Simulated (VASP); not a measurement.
Runs of VASP 6.6.1 on Pt. The structure is that of space group Im-3m (No. 229), or close to it. The cells are those of the table. This isn't the form of Pt at room conditions, which is fcc.

```tsv
task	level	potentials or basis	cell	k mesh	cutoff (eV)	grid for exact exchange (PRECFOCK)	share of exact exchange	gap on the mesh (eV)	pressure (GPa)
single point	LDA	VASP PAW LDA potentials, release 64 (Pt_sv_GW)	a = 2.688 Å, angles 109.5°, 1 atom	12 × 12 × 12	570	-	-	none	(a)
single point	r2SCAN	VASP PAW PBE potentials, release 64 (Pt_sv_GW)	a = 2.744 Å, angles 109.5°, 1 atom	12 × 12 × 12	550	-	-	none	-8.8
single point	HF	VASP PAW PBE potentials, release 64 (Pt_sv_GW)	a = 2.744 Å, angles 109.5°, 1 atom	6 × 6 × 6	430	Normal	1	none	-1.0
single point	r2SCAN50	VASP PAW PBE potentials, release 64 (Pt_sv_GW)	a = 2.744 Å, angles 109.5°, 1 atom	6 × 6 × 6	470	Normal	0.5	none	(b)
single point	B3LYP	VASP PAW PBE potentials, release 64 (Pt_sv_GW)	a = 2.744 Å, angles 109.5°, 1 atom	6 × 6 × 6	430	Normal	0.2	none	3.4
single point	PBE0	VASP PAW PBE potentials, release 64 (Pt)	a = 2.780 Å, angles 109.5°, 1 atom	8 × 8 × 8	520	Normal	0.25	none	-15.1
relaxation of cell and atoms	LDA	VASP PAW LDA potentials, release 64 (Pt_sv_GW)	relaxed from a = 2.744 Å, angles 109.5°, 1 atom	12 × 12 × 12	570	-	-	none	0.0
single point	B3LYP	VASP PAW PBE potentials, release 64 (Pt_sv_GW)	a = 2.761 Å, angles 109.5°, 1 atom	6 × 6 × 6	430	Normal	0.2	none	-1.0
```

Alike in all rows: no spin polarisation; smearing fermi-dirac 0.05 eV.

Question: Estimate the missing entries.

Answer: (a) -1.2; (b) -19.2.

Caveats: some runs use coarse meshes; spin-orbit coupling is left out, which moves the levels of the heavy elements; the PAW data sets were made with another functional, which shifts forces and pressure a little (at least some runs); the cell stands under tension (at least some runs).

A k mesh can miss the band edges, and the runs leave out spin-orbit coupling on Pt.

A gap of «none» marks levels without a gap at the run's occupations.

The runs don't all hold the same shells in valence.
